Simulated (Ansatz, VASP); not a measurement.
Two plane-wave programs on Al3Ga4N7

```xyz
14
Lattice="5.5569 0.0666 0.0866 0.0718 5.6241 -0.0592 0.0906 -0.0575 5.5970" Properties=species:S:1:pos:R:3 pbc="T T T"
Al    3.3102    2.5184    1.7148
Al    0.4218    3.4053    3.3314
Al    0.2096    2.4825    0.5752
N     3.0125    5.3788    3.4976
N     4.3584    1.2180    0.7237
N     4.2563    2.5671    3.4115
N     0.1299    5.2657    3.1989
N     4.1699    3.8270    0.6764
N     1.4066    2.6073    4.7003
N     1.4382    2.4232    1.9917
Ga    4.3411    5.3306    1.8325
Ga    4.2953    0.8087    4.4204
Ga    1.4676    0.9295    3.3414
Ga    3.1269    3.6673    4.5732
```

Alike in both runs: task relaxation of cell and atoms; functional PBE; k mesh 3 × 3 × 3; occupations gaussian, width 0.1 eV; no spin polarisation.

```csv
,VASP,Ansatz
version,VASP 6.6.1,Ansatz 0.2.0
potentials or method,"VASP PAW PBE potentials, release 64 (Al, N, Ga_d), cutoff 600 eV","scalar-relativistic, plane waves, PAW"
valence electrons in the cell,96,96
```

```tsv
	VASP	Ansatz	Ansatz less VASP
gap on the k mesh at the Fermi level, each at its own relaxed structure (eV)	1.36	1.36	-0.001
relaxed volume (Å³/atom)	12.47	12.49	+0.012
relaxed cell length with the largest relative difference (Å)	5.555	5.558	+0.0028
```
